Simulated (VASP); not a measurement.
# NiO (Fm-3m) in VASP: a series of runs, part 2 of 2

VASP 6.6.1. Earlier steps stand in the parts before.

## (3) Single point, LDA+U, collinear spin, ferromagnetic start

INCAR

```
ALGO = Normal
EDIFF = 1E-7
ENCUT = 520
GGA = CA
ISIF = 2
ISMEAR = 0
ISPIN = 2
LASPH = T
LCHARG = F
LDAU = T
LDAUJ = 0 0
LDAUL = 2 -1
LDAUPRINT = 1
LDAUTYPE = 2
LDAUU = 4.2 0
LMAXMIX = 4
LORBIT = 11
LREAL = F
LWAVE = F
MAGMOM = 1.81 0
NBANDS = 19
NELM = 150
PREC = Accurate
SIGMA = 0.05
```

KPOINTS

```
k-points
0
Gamma
  10 10 10
```

POSCAR

```
NiO
1.0
    0.0000000000      2.0913095126      2.0913095126
    2.0913095126      0.0000000000      2.0913095126
    2.0913095126      2.0913095126      0.0000000000
Ni O
1 1
Direct
    0.0000000000      0.0000000000      0.0000000000
    0.5000000000      0.5000000000      0.5000000000
```

Potentials or basis: VASP PAW LDA potentials, release 64 (Ni, O).

The run is started by

```sh
$ cat potpaw_LDA.64/Ni/POTCAR potpaw_LDA.64/O/POTCAR > POTCAR
$ mpirun -np 1 vasp_std > vasp.out
```

It took 26 s on 1 thread of AMD EPYC 9R45 (Zen 5), shared host; peak memory 0.12 GiB.

Results (log left out):

| Property | Result |
| --- | --- |
| Free energy | -11.9473 eV |
| Pressure | -14.8 GPa |
| Band gap on the k mesh | 0.78 eV, indirect (least direct gap 1.58 eV) |
| Net moment | 2.00 μB per cell |
| Site moments | Ni +1.71; O +0.26 μB |
| Valence electrons inside the program's atomic spheres | Ni 9.02; O 4.97 |

Levels at points of the mesh, in eV from the valence-band top:
Spin up:
```csv
k point,band 5,band 6,band 7,band 8,band 9,band 10,band 11,band 12,band 13,band 14
"(0.00, 0.00, 0.00)",-4.22,-4.22,-2.03,-2.03,-2.03,2.28,18.08,18.08,18.08,18.38
"(0.50, 0.00, 0.00)",-3.62,-3.62,-2.63,0.00,0.00,6.20,10.53,14.41,14.41,20.82
"(0.50, 0.50, 0.00)",-3.91,-3.38,-3.38,-3.32,-3.32,6.55,11.23,11.61,17.05,17.05
```
Spin down:
```
           k point  band 4  band 5  band 6  band 7  band 8  band 9  band 10  band 11
(0.00, 0.00, 0.00)   -3.11   -1.54   -1.54   -1.54    0.78    0.78     2.66    18.41
(0.50, 0.00, 0.00)   -4.00   -1.91   -1.91   -1.55    3.44    3.45     6.43    11.05
(0.50, 0.50, 0.00)   -2.93   -2.93   -2.10   -2.10    1.21    1.75     7.07    11.61
```

Eigenvalues of the final occupation matrices:
```
    site  spin  trace               eigenvalues
site 1 d     1   4.98  0.98 0.98 0.98 1.03 1.03
site 1 d     2   3.30  0.19 0.19 0.97 0.97 0.97
```

Caveat: a cell with one magnetic atom can't hold antiferromagnetic order, which such compounds often take. The state reached can hang on the start; a lower one may exist.

## (4) Single point, LDA+U, collinear spin, ferromagnetic start

INCAR

```
PREC = Accurate ; ENCUT = 520
EDIFF = 1E-7 ; ISMEAR = 0
SIGMA = 0.05 ; LREAL = F
LASPH = T ; NELM = 150
ALGO = Normal ; ISIF = 2
LWAVE = F ; LCHARG = T
ISPIN = 2 ; MAGMOM = 2 0
LORBIT = 11 ; LMAXMIX = 4
LDAU = T ; LDAUTYPE = 2
LDAUL = 2 -1 ; LDAUU = 4.2 0
LDAUJ = 0 0 ; LDAUPRINT = 1
GGA = CA ; LELF = T
LVHAR = T ; NBANDS = 19
```

KPOINTS

```
regular mesh
0
Gamma
  12 12 12
```

POSCAR is that of step 3.

The run is started by

```sh
$ cat potpaw_LDA.64/Ni/POTCAR potpaw_LDA.64/O/POTCAR > POTCAR
$ mpirun -np 1 vasp_std > vasp.out
```

It took 41 s on 1 thread of AMD EPYC 9R45 (Zen 5), shared host; peak memory 0.13 GiB.

Results (log left out):

- Free energy: -11.9473 eV
- Pressure: -14.8 GPa
- Band gap on the k mesh: 0.78 eV, indirect (least direct gap 1.69 eV)
- Net moment: 2.00 μB per cell
- Site moments: Ni +1.71; O +0.26 μB
- Valence electrons inside the program's atomic spheres: Ni 9.02; O 4.97

Levels at points of the mesh, in eV from the valence-band top:
Spin up:
```
           k point  band 5  band 6  band 7  band 8  band 9  band 10  band 11  band 12  band 13  band 14
(0.00, 0.00, 0.00)   -4.22   -4.22   -2.03   -2.03   -2.03     2.28    18.08    18.08    18.08    18.38
(0.50, 0.00, 0.00)   -3.62   -3.62   -2.63    0.00    0.00     6.20    10.53    14.41    14.41    20.82
(0.50, 0.50, 0.00)   -3.91   -3.38   -3.38   -3.32   -3.32     6.55    11.23    11.61    17.05    17.05
```
Spin down:
| k point | band 3 | band 4 | band 5 | band 6 | band 7 | band 8 | band 9 | band 10 | band 11 | band 12 |
| --- | --- | --- | --- | --- | --- | --- | --- | --- | --- | --- |
| (0.00, 0.00, 0.00) | -3.11 | -3.11 | -1.54 | -1.54 | -1.54 | 0.78 | 0.78 | 2.66 | 18.41 | 18.44 |
| (0.50, 0.00, 0.00) | -4.00 | -4.00 | -1.91 | -1.91 | -1.55 | 3.44 | 3.45 | 6.43 | 11.05 | 14.76 |
| (0.50, 0.50, 0.00) | -3.96 | -2.93 | -2.93 | -2.10 | -2.10 | 1.21 | 1.75 | 7.07 | 11.61 | 12.02 |

Eigenvalues of the final occupation matrices:
```tsv
site	spin	trace	eigenvalues
site 1 d	1	4.98	0.98 0.98 0.98 1.03 1.03
site 1 d	2	3.30	0.19 0.19 0.97 0.97 0.97
```

Caveat: a cell with one magnetic atom can't hold antiferromagnetic order, which such compounds often take. A k mesh can miss the band edges.

## (5) Single point, LDA+U, collinear spin, ferromagnetic start

INCAR

```
PREC = Accurate
ENCUT = 520
EDIFF = 1E-6
ISMEAR = 0
SIGMA = 0.05
LREAL = False
LASPH = True
NELM = 150
ALGO = Normal
ISIF = 2
LWAVE = False
LCHARG = False
ISPIN = 2
MAGMOM = 0.5 0
LORBIT = 11
LMAXMIX = 4
LDAU = True
LDAUTYPE = 2
LDAUL = 2 -1
LDAUU = 4.2 0
LDAUJ = 0 0
LDAUPRINT = 1
GGA = CA
NBANDS = 19
```

KPOINTS is that of step 4.

POSCAR is that of step 4.

The run is started by

```sh
$ cat potpaw_LDA.64/Ni/POTCAR potpaw_LDA.64/O/POTCAR > POTCAR
$ mpirun -np 1 vasp_std > vasp.out
```

It took 42 s on 1 thread of AMD EPYC 9R45 (Zen 5), shared host; peak memory 0.13 GiB.

The run converged. Its results:

- Free energy: -11.9473 eV
- Pressure: -14.9 GPa
- Band gap on the k mesh: 0.78 eV, indirect (least direct gap 1.69 eV)
- Net moment: 2.00 μB per cell
- Site moments: Ni +1.71; O +0.26 μB
- Valence electrons inside the program's atomic spheres: Ni 9.02; O 4.97

Levels at points of the mesh, in eV from the valence-band top:
Spin up:
| k point | band 7 | band 8 | band 9 | band 10 | band 11 | band 12 |
| --- | --- | --- | --- | --- | --- | --- |
| (0.00, 0.00, 0.00) | -2.03 | -2.03 | -2.03 | 2.28 | 18.08 | 18.08 |
| (0.50, 0.00, 0.00) | -2.63 | 0.00 | 0.00 | 6.20 | 10.53 | 14.40 |
| (0.50, 0.50, 0.00) | -3.38 | -3.32 | -3.32 | 6.55 | 11.23 | 11.61 |
Spin down:
| k point | band 5 | band 6 | band 7 | band 8 | band 9 | band 10 |
| --- | --- | --- | --- | --- | --- | --- |
| (0.00, 0.00, 0.00) | -1.54 | -1.54 | -1.54 | 0.78 | 0.78 | 2.66 |
| (0.50, 0.00, 0.00) | -1.91 | -1.91 | -1.55 | 3.45 | 3.45 | 6.43 |
| (0.50, 0.50, 0.00) | -2.93 | -2.10 | -2.10 | 1.21 | 1.75 | 7.07 |

Eigenvalues of the final occupation matrices:
```tsv
site	spin	trace	eigenvalues
site 1 d	1	4.98	0.98 0.98 0.98 1.03 1.03
site 1 d	2	3.30	0.19 0.19 0.97 0.97 0.97
```

Caveat: a cell with one magnetic atom can't hold antiferromagnetic order, which such compounds often take.

## (6) Single point, LDA+U, collinear spin, antiferromagnetic start

This run uses another cell than the first one: it holds 4 atoms, not 2.

INCAR

```
SYSTEM = NiO
  ALGO = Normal
  EDIFF = 1E-6
  ENCUT = 520
  ISIF = 2
  ISMEAR = 0
  ISPIN = 2
  LASPH = .TRUE.
  LCHARG = .FALSE.
  LDAU = .TRUE.
  LDAUJ = 0 0
  LDAUL = 2 -1
  LDAUPRINT = 1
  LDAUTYPE = 2
  LDAUU = 4.2 0
  LMAXMIX = 4
  LORBIT = 11
  LREAL = .FALSE.
  LWAVE = .FALSE.
  MAGMOM = 2 -2 0 0
  NBANDS = 28
  NELM = 150
  PREC = Accurate
  SIGMA = 0.05
```

KPOINTS

```
k-points
0
G
  6 6 6
  0 0 0
```

POSCAR

```
NiO
1.0
    0.0000000000      2.0913095126      2.0913095126
    2.0913095126      0.0000000000      2.0913095126
    4.1826190252      4.1826190252      0.0000000000
Ni O
2 2
Direct
    0.0000000000      0.0000000000      0.0000000000
    0.0000000000      0.0000000000      0.5000000000
    0.5000000000      0.5000000000      0.2500000000
    0.5000000000      0.5000000000      0.7500000000
```

Potentials or basis: VASP PAW LDA potentials, release 64 (Ni, O).

The run is started by

```sh
$ cat potpaw_LDA.64/Ni/POTCAR potpaw_LDA.64/O/POTCAR > POTCAR
$ mpirun -np 1 vasp_std > vasp.out
```

Wall time 51 s (1 thread of AMD EPYC 9R45 (Zen 5), shared host); peak memory 0.16 GiB.

Results (log left out):

| Item | Value |
| --- | --- |
| Free energy | -24.2137 eV |
| Pressure | -18.4 GPa |
| Band gap on the k mesh | 2.33 eV |
| Net moment | 0.00 μB per cell |
| Site moments | Ni +1.58, -1.58; O +0.00 μB |
| Valence electrons inside the program's atomic spheres | Ni 9.04; O 4.96 |

Stress tensor (GPa, compression positive):
```
-18.42  -0.15   0.15
 -0.15 -18.42   0.15
  0.15   0.15 -18.42
```

Levels at points of the mesh, in eV from the valence-band top:
Spin up:
```csv
k point,band 14,band 15,band 16,band 17,band 18,band 19
"(0.00, 0.00, 0.00)",-1.17,-0.90,-0.90,3.12,3.12,3.12
"(0.50, 0.00, 0.00)",-1.06,-0.74,-0.54,3.24,3.38,6.98
"(0.00, 0.00, 0.50)",-1.31,0.00,0.00,2.84,2.84,5.75
"(0.50, 0.00, 0.50)",-1.02,-0.92,-0.49,2.85,2.89,8.80
```
Spin down:
```tsv
k point	band 12	band 13	band 14	band 15	band 16	band 17	band 18	band 19	band 20	band 21
(0.00, 0.00, 0.00)	-1.24	-1.23	-1.17	-0.90	-0.90	3.12	3.12	3.12	6.98	11.41
(0.50, 0.00, 0.00)	-1.89	-1.64	-1.06	-0.74	-0.54	3.24	3.38	6.98	7.51	11.41
(0.00, 0.00, 0.50)	-1.47	-1.47	-1.31	0.00	0.00	2.84	2.84	5.75	5.86	13.12
(0.50, 0.00, 0.50)	-1.74	-1.21	-1.02	-0.92	-0.49	2.85	2.89	8.80	8.99	10.98
```

Eigenvalues of the final occupation matrices:
| site | spin | trace | eigenvalues |
| --- | --- | --- | --- |
| site 1 d | 1 | 4.95 | 0.98 0.98 0.98 1.01 1.01 |
| site 1 d | 2 | 3.36 | 0.22 0.22 0.97 0.97 0.97 |
| site 2 d | 1 | 3.36 | 0.22 0.22 0.97 0.97 0.97 |
| site 2 d | 2 | 4.95 | 0.98 0.98 0.98 1.01 1.01 |

Caveat: the k points lie up to 0.43 Å⁻¹ apart. The state reached can hang on the start; a lower one may exist.

## (7) Overview

| spin | cell | k mesh | gap on the mesh (eV) | pressure (GPa) | moment (μB) |
| --- | --- | --- | --- | --- | --- |
| collinear, ferromagnetic start | a = 2.958 Å, angles 60.0°, 2 atoms | 6 × 6 × 6 | 0.78 | -14.8 | 2.00 |
| collinear, ferromagnetic start | a = 2.958 Å, angles 60.0°, 2 atoms | 10 × 10 × 10 | 0.78 | -14.8 | 2.00 |
| collinear, ferromagnetic start | a = 2.958 Å, angles 60.0°, 2 atoms | 12 × 12 × 12 | 0.78 | -14.9 | 2.00 |
| collinear, antiferromagnetic start | a = 2.958, b = 2.958, c = 5.915 Å, angles 60.0°, 4 atoms | 6 × 6 × 6 | 2.33 | -18.4 | 0.00 |

Alike in all rows: task single point; level LDA+U; potentials or basis VASP PAW LDA potentials, release 64 (Ni, O); Ni d U = 4.2 eV; cutoff (eV) 520; smearing gaussian 0.05 eV.

Caveats: some runs use coarse meshes; a cell with one magnetic atom can't hold antiferromagnetic order, which such compounds often take (some runs).

Absolute energies hang on the potentials; compare differences alone.
